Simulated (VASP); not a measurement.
# LiF (Fm-3m) in VASP: settings compared

Aim: see how the results for LiF move with the level of theory and the settings. Levels: LDA, PBE, PBEsol. Tasks: single point.

Everything below comes from runs of VASP 6.6.1. Logs are shortened: lines on timing, memory, paths and dates and some standing lists are left out, and cuts for length are marked.

## (1) The cell of the first run

The structure is cubic, space group Fm-3m (No. 225). Conventional cell: a = 3.909 Å, b = 3.909 Å, c = 3.909 Å, α = 90.00°, β = 90.00°, γ = 90.00°. Li (site symmetry m-3m) has 6 F at 1.95 Å within 2.6 Å. Within 2.6 Å of F (site symmetry m-3m) lie 6 Li at 1.95 Å.

## (2) Single point, LDA

Contents of INCAR:

```
SYSTEM = LiF
PREC = Accurate ; ENCUT = 520
EDIFF = 1E-7 ; ISMEAR = -1
SIGMA = 0.02 ; LREAL = .False.
LASPH = .True. ; NELM = 80
ALGO = Normal ; ISIF = 2
LWAVE = .False. ; LCHARG = .True.
LELF = .True. ; LVHAR = .True.
NBANDS = 12
```

Contents of KPOINTS:

```
Automatic mesh
0
Gamma
  10 10 10
  0 0 0
```

Contents of POSCAR:

```
LiF
1.0
    0.0000000000      1.9544499149      1.9544499149
    1.9544499149      0.0000000000      1.9544499149
    1.9544499149      1.9544499149      0.0000000000
Li F
1 1
Direct
    0.0000000000      0.0000000000      0.0000000000
    0.5000000000      0.5000000000      0.5000000000
```

Potentials or basis: VASP PAW LDA potentials, release 64 (Li_sv, F).

Launch:

```
$ cat potpaw_LDA.64/Li_sv/POTCAR potpaw_LDA.64/F/POTCAR > POTCAR
$ mpirun -np 1 vasp_std > vasp.out
```

OUTCAR:

```text
SYSTEM = LiF
   PREC = Accurate
   ENCUT = 520
   EDIFF = 1E-7
   ISMEAR = -1
   LREAL = .False.
   LASPH = .True.
   NELM = 80
   ISIF = 2

 ion  position               nearest neighbor table
   1  0.000  0.000  0.000-   2 1.95   2 1.95   2 1.95   2 1.95   2 1.95   2 1.95
   2  0.500  0.500  0.500-   1 1.95   1 1.95   1 1.95   1 1.95   1 1.95   1 1.95

  LATTYP: Found a face centered cubic cell.
 ALAT       =     3.9088998298

  Lattice vectors:

 A1 = (   0.0000000000,   1.9544499149,   1.9544499149)
 A2 = (   1.9544499149,   0.0000000000,   1.9544499149)
 A3 = (   1.9544499149,   1.9544499149,   0.0000000000)

Analysis of symmetry for initial positions (statically):
=====================================================================
 Subroutine PRICEL returns:
 Original cell was already a primitive cell.

 Routine SETGRP: Setting up the symmetry group for a
 face centered cubic supercell.

 Subroutine GETGRP returns: Found 48 space group operations
 (whereof 48 operations were pure point group operations)
 out of a pool of 48 trial point group operations.

The static configuration has the point symmetry O_h .

Analysis of symmetry for dynamics (positions and initial velocities):
=====================================================================
 Subroutine PRICEL returns:
 Original cell was already a primitive cell.

 Routine SETGRP: Setting up the symmetry group for a
 face centered cubic supercell.

 Subroutine GETGRP returns: Found 48 space group operations
 (whereof 48 operations were pure point group operations)
 out of a pool of 48 trial point group operations.

The dynamic configuration has the point symmetry O_h .

 Subroutine INISYM returns: Found 48 space group operations
 (whereof 48 operations are pure point group operations),
 and found     1 'primitive' translations

----------------------------------------------------------------------------------------

                                     Primitive cell

  volume of cell :      14.9315

  direct lattice vectors                    reciprocal lattice vectors
     0.000000000  1.954449915  1.954449915    -0.255826458  0.255826458  0.255826458
     1.954449915  0.000000000  1.954449915     0.255826458 -0.255826458  0.255826458
     1.954449915  1.954449915  0.000000000     0.255826458  0.255826458 -0.255826458

  length of vectors
     2.764009577  2.764009577  2.764009577     0.443104424  0.443104424  0.443104424

  position of ions in fractional coordinates (direct lattice)
     0.000000000  0.000000000  0.000000000
     0.500000000  0.500000000  0.500000000

  ion indices of the primitive-cell ions
[... 86 lines left out ...]
   NELECT =      10.0000    total number of electrons
   NUPDOWN=      -1.0000    fix difference up-down
   EMIN   =  10.00;   EMAX   =-10.00  energy-range for DOS
   EFERMI =   0.00;   METHOD = LEGACY
   ISMEAR =    -1;   SIGMA  =   0.02  broadening in eV -4-tet -1-fermi 0-gaus
   EFERMI_NEDOS =   21; number of points for ismear=-14 and -15
   IALGO  =     38    algorithm
   IMIX   =      4    mixing-type and parameters
     AMIX     =   0.40;   BMIX     =  1.00
     AMIX_MAG =   1.60;   BMIX_MAG =  1.00
  volume/ion in A,a.u.               =       7.47        50.38
  Fermi-wavevector in a.u.,A,eV,Ry     =   1.432321  2.706694 27.912934  2.051543
  Thomas-Fermi vector in A             =   2.551961
   LORBIT       =      0    0 simple, 1 ext, 2 COOP (PROOUT), +10 PAW based schemes
   GGA     = CA    functional components
   LHFCALC =     F    Hartree Fock is set to
   AEXX    =    0.0000 exact exchange contribution
   IVDW    =     0    specifies the selected vdW correction
   LEPSILON=     F    determine dielectric tensor
   LRPA    =     F    only Hartree local field effects (RPA)
 non-spin polarized calculation
  energy-cutoff  :      520.00
  volume of cell :       14.93
 maximum number of plane-waves:       411
 NGX is ok and might be reduce to    24
   NGX = 11   NGY = 11   NGZ = 11

 number of electron      10.0000006 magnetization

 Free energy of the ion-electron system (eV)
  ---------------------------------------------------
  ext. energy  EPLUGINS =         0.00000000
  ---------------------------------------------------
  free energy    TOTEN  =       -10.50026013 eV

  energy without entropy =      -10.50026013  energy(sigma->0) =      -10.50026013

 E-fermi :  -0.0814     XC(G=0): -11.1264

 val. band max:       -0.7086667897   @ k =   0.0000   0.0000   0.0000
 cond. band min:       8.9809324668   @ k =   0.0000   0.0000   0.0000
 fundamental gap:      9.6895992566
 Fermi energy:        -0.0814399733

 k-point     1 :       0.0000    0.0000    0.0000
  band No.  band energies     occupation
      1     -40.3033      2.00000
      2     -20.5378      2.00000
      3      -0.7087      2.00000
      4      -0.7087      2.00000
      5      -0.7087      2.00000
      6       8.9809      0.00000
      7      23.9198      0.00000
      8      23.9198      0.00000
      9      23.9198      0.00000
     10      24.0846      0.00000
     11      24.0846      0.00000
     12      24.0846      0.00000
[... 331 lines left out ...]
 k-point    24 :       0.4000    0.3000    0.0000
  band No.  band energies     occupation
      1     -40.2001      2.00000
      2     -19.8863      2.00000
      3      -3.3981      2.00000
      4      -1.7387      2.00000
      5      -1.6070      2.00000
      6      12.8942      0.00000
      7      16.1831      0.00000
      8      18.4132      0.00000
      9      19.9676      0.00000
     10      21.0629      0.00000
     11      35.0009      0.00000
     12      35.4332      0.00000

 [... further k-points ...]

------------------------ aborting loop because EDIFF is reached ----------------------------------------

  FORCE on cell =-STRESS in cart. coord.  units (eV):
  Direction    XX          YY          ZZ          XY          YZ          ZX
  --------------------------------------------------------------------------------------
  -------------------------------------------------------------------------------------
  Total       -0.0238897     -0.0238897     -0.0238897      0.0000000      0.0000000     -0.0000000
  in kB       -2.5634095     -2.5634095     -2.5634095      0.0000000      0.0000000     -0.0000000
  external PRESSURE =      -2.5634095 kB  Pullay stress =       0.0000000 kB

 VOLUME and BASIS-vectors are now :
 -----------------------------------------------------------------------------
  energy-cutoff  :      520.00
  volume of cell :       14.93
      direct lattice vectors                 reciprocal lattice vectors
     0.000000000  1.954449915  1.954449915    -0.255826458  0.255826458  0.255826458
     1.954449915  0.000000000  1.954449915     0.255826458 -0.255826458  0.255826458
     1.954449915  1.954449915  0.000000000     0.255826458  0.255826458 -0.255826458

 POSITION                                       TOTAL-FORCE (eV/Angst)
 -----------------------------------------------------------------------------------
      0.00000      0.00000      0.00000         0.000000     -0.000000     -0.000000
      1.95445      1.95445      1.95445        -0.000000      0.000000      0.000000
 -----------------------------------------------------------------------------------
    total drift:                               -0.000000     -0.000000      0.000000

  FREE ENERGIE OF THE ION-ELECTRON SYSTEM (eV)
  ---------------------------------------------------
  free  energy   TOTEN  =       -10.5002601348 eV

  energy  without entropy=      -10.5002601348  energy(sigma->0) =      -10.50026013
```

OSZICAR:

```text
N       E                     dE             d eps       ncg     rms          rms(c)
DAV:   1     0.312426120276E+02    0.31243E+02   -0.54192E+03  1160   0.852E+02
DAV:   2    -0.989462219672E+01   -0.41137E+02   -0.40282E+02  1332   0.189E+02
DAV:   3    -0.109804260054E+02   -0.10858E+01   -0.10828E+01  1496   0.271E+01
DAV:   4    -0.109926930562E+02   -0.12267E-01   -0.12266E-01  1256   0.298E+00
DAV:   5    -0.109928158107E+02   -0.12275E-03   -0.12275E-03  1424   0.229E-01    0.424E+00
DAV:   6    -0.105154810926E+02    0.47733E+00   -0.21566E+00  1272   0.919E+00    0.129E+00
DAV:   7    -0.105052962113E+02    0.10185E-01   -0.15938E-02  1468   0.108E+00    0.778E-01
DAV:   8    -0.105002740186E+02    0.50222E-02   -0.82156E-03  1548   0.967E-01    0.947E-02
DAV:   9    -0.105002480789E+02    0.25940E-04   -0.69648E-04  1280   0.244E-01    0.365E-02
DAV:  10    -0.105002606691E+02   -0.12590E-04   -0.26192E-05  1320   0.383E-02    0.763E-03
DAV:  11    -0.105002601453E+02    0.52380E-06   -0.14999E-06  1440   0.131E-02    0.127E-03
DAV:  12    -0.105002601348E+02    0.10535E-07   -0.23352E-07  1316   0.340E-03
   1 F= -.10500260E+02 E0= -.10500260E+02  d E =-.627831E-15
```

stdout:

```text
POSCAR found type information on POSCAR LiF
 POSCAR found :  2 types and       2 ions
 scaLAPACK will be used
 LDA part: xc-table for (Slater(with rela. corr.)+CA(PZ))
 , standard interpolation
 POSCAR, INCAR and KPOINTS ok, starting setup
 FFT: planning ... GRIDC
 FFT: planning ... GRID_SOFT
 FFT: planning ... GRID
 WAVECAR not read
 entering main loop
```

Run time: 5.3 s. Hardware: 1 thread of Intel Xeon Platinum 8488C (Sapphire Rapids), shared host; peak memory 0.12 GiB.

What came out:

* Free energy: -10.5003 eV
* Band gap on the k mesh: 9.69 eV

Levels at points of the mesh, in eV from the valence-band top:
```csv
k point,band 1,band 2,band 3,band 4,band 5,band 6,band 7,band 8,band 9,band 10
"(0.00, 0.00, 0.00)",-39.59,-19.83,0.00,0.00,0.00,9.69,24.63,24.63,24.63,24.79
"(0.50, 0.00, 0.00)",-39.49,-19.31,-2.86,-0.26,-0.26,10.84,17.47,19.11,19.11,31.54
"(0.50, 0.50, 0.00)",-39.47,-18.95,-3.53,-1.18,-1.18,15.28,16.44,18.27,20.82,20.82
```

Caveat: the cutoff is under 1.25 times the usual one of these potentials, so pressure, stress and relaxed cells hold a basis-set (Pulay) error. A k mesh can miss the band edges.

## (3) Single point, PBE

This run uses another cell than the first one, of 7.94 Å³/atom.

Contents of INCAR:

```
PREC = Accurate
ENCUT = 520
EDIFF = 1E-6
ISMEAR = -1
SIGMA = 0.02
LREAL = F
LASPH = T
NELM = 60
ALGO = Normal
ISIF = 2
LWAVE = F
LCHARG = T
GGA = PE
LELF = T
LVHAR = T
NBANDS = 12
```

Contents of KPOINTS:

```
Automatic mesh
0
Gamma
  10 10 10
```

Contents of POSCAR:

```
LiF
1.0
    0.0000000000      1.9948691892      1.9948691892
    1.9948691892      0.0000000000      1.9948691892
    1.9948691892      1.9948691892      0.0000000000
Li F
1 1
Direct
    0.0000000000      0.0000000000      0.0000000000
    0.5000000000      0.5000000000      0.5000000000
```

Potentials or basis: VASP PAW PBE potentials, release 64 (Li_sv, F).

Launch:

```
$ cat potpaw_PBE.64/Li_sv/POTCAR potpaw_PBE.64/F/POTCAR > POTCAR
$ mpirun -np 1 vasp_std > vasp.out
```

OUTCAR:

```text
PREC = Accurate
   ENCUT = 520
   EDIFF = 1E-6
   ISMEAR = -1
   LREAL = F
   LASPH = T
   NELM = 60
   ISIF = 2
   GGA = PE

 ion  position               nearest neighbor table
   1  0.000  0.000  0.000-   2 1.99   2 1.99   2 1.99   2 1.99   2 1.99   2 1.99
   2  0.500  0.500  0.500-   1 1.99   1 1.99   1 1.99   1 1.99   1 1.99   1 1.99

  LATTYP: Found a face centered cubic cell.
 ALAT       =     3.9897383784

  Lattice vectors:

 A1 = (   0.0000000000,   1.9948691892,   1.9948691892)
[... 547 lines left out ...]

------------------------ aborting loop because EDIFF is reached ----------------------------------------

  FORCE on cell =-STRESS in cart. coord.  units (eV):
  Direction    XX          YY          ZZ          XY          YZ          ZX
  --------------------------------------------------------------------------------------
  -------------------------------------------------------------------------------------
  Total        0.3921796      0.3921796      0.3921796      0.0000000      0.0000000      0.0000000
  in kB       39.5751262     39.5751262     39.5751262      0.0000000      0.0000000      0.0000000
  external PRESSURE =      39.5751262 kB  Pullay stress =       0.0000000 kB

 VOLUME and BASIS-vectors are now :
 -----------------------------------------------------------------------------
  energy-cutoff  :      520.00
  volume of cell :       15.88
      direct lattice vectors                 reciprocal lattice vectors
     0.000000000  1.994869189  1.994869189    -0.250643001  0.250643001  0.250643001
     1.994869189  0.000000000  1.994869189     0.250643001 -0.250643001  0.250643001
     1.994869189  1.994869189  0.000000000     0.250643001  0.250643001 -0.250643001

 POSITION                                       TOTAL-FORCE (eV/Angst)
 -----------------------------------------------------------------------------------
      0.00000      0.00000      0.00000         0.000000      0.000000      0.000000
      1.99487      1.99487      1.99487        -0.000000     -0.000000      0.000000
 -----------------------------------------------------------------------------------
    total drift:                               -0.000000     -0.000000      0.000000

  FREE ENERGIE OF THE ION-ELECTRON SYSTEM (eV)
  ---------------------------------------------------
  free  energy   TOTEN  =        -9.6280439186 eV

  energy  without entropy=       -9.6280439186  energy(sigma->0) =       -9.62804392
```

stdout:

```text
POSCAR found type information on POSCAR LiF
 POSCAR found :  2 types and       2 ions
 scaLAPACK will be used
 LDA part: xc-table for (Slater+PW92), standard interpolation
 POSCAR, INCAR and KPOINTS ok, starting setup
 FFT: planning ... GRIDC
 FFT: planning ... GRID_SOFT
 FFT: planning ... GRID
 WAVECAR not read
 entering main loop
```

It took 5.8 s on 1 thread of Intel Xeon Platinum 8488C (Sapphire Rapids), shared host; peak memory 0.12 GiB.

What came out:

```
Free energy            : -9.6280 eV
Band gap on the k mesh : 9.35 eV
```

Levels at points of the mesh, in eV from the valence-band top:
```
           k point  band 2  band 3  band 4  band 5  band 6  band 7  band 8  band 9
(0.00, 0.00, 0.00)  -20.05    0.00    0.00    0.00    9.35   24.35   24.35   24.35
(0.50, 0.00, 0.00)  -19.60   -2.60   -0.24   -0.24   10.92   17.08   19.12   19.12
(0.50, 0.50, 0.00)  -19.31   -3.13   -1.04   -1.04   15.08   16.61   17.80   20.58
```

Caveat: the cutoff is under 1.25 times the usual one of these potentials, so pressure, stress and relaxed cells hold a basis-set (Pulay) error. A k mesh can miss the band edges.

## (4) Single point, LDA

This run uses another cell than the first one, of 7.94 Å³/atom.

Contents of INCAR:

```
PREC = Accurate
ENCUT = 520
EDIFF = 1E-6
ISMEAR = 0
SIGMA = 0.01
LREAL = False
LASPH = True
NELM = 100
ALGO = Normal
ISIF = 2
LWAVE = False
LCHARG = True
LELF = True
LVHAR = True
NBANDS = 12
```

Contents of KPOINTS:

```
regular mesh
0
Gamma
  10 10 10
```

POSCAR is that of step 3.

Potentials or basis: VASP PAW LDA potentials, release 64 (Li_sv, F).

Launch:

```
$ cat potpaw_LDA.64/Li_sv/POTCAR potpaw_LDA.64/F/POTCAR > POTCAR
$ mpirun -np 1 vasp_std > vasp.out
```

Run time: 4.8 s. Hardware: 1 thread of Intel Xeon Platinum 8488C (Sapphire Rapids), shared host; peak memory 0.11 GiB.

Results (log left out):

```yaml
Free_energy: -10.4873 eV
Band_gap_on_the_k_mesh: 9.10 eV
```

Levels at points of the mesh, in eV from the valence-band top:
```tsv
k point	band 3	band 4	band 5	band 6	band 7	band 8
(0.00, 0.00, 0.00)	0.00	0.00	0.00	9.10	23.83	23.83
(0.50, 0.00, 0.00)	-2.67	-0.24	-0.24	10.52	16.71	18.63
(0.50, 0.50, 0.00)	-3.24	-1.08	-1.08	14.68	16.16	17.48
```

Caveat: the cutoff is under 1.25 times the usual one of these potentials, so pressure, stress and relaxed cells hold a basis-set (Pulay) error. Expect the measured gap to be larger: semilocal functionals such as LDA lack the derivative discontinuity.

(Continued in part 2 of 2.)
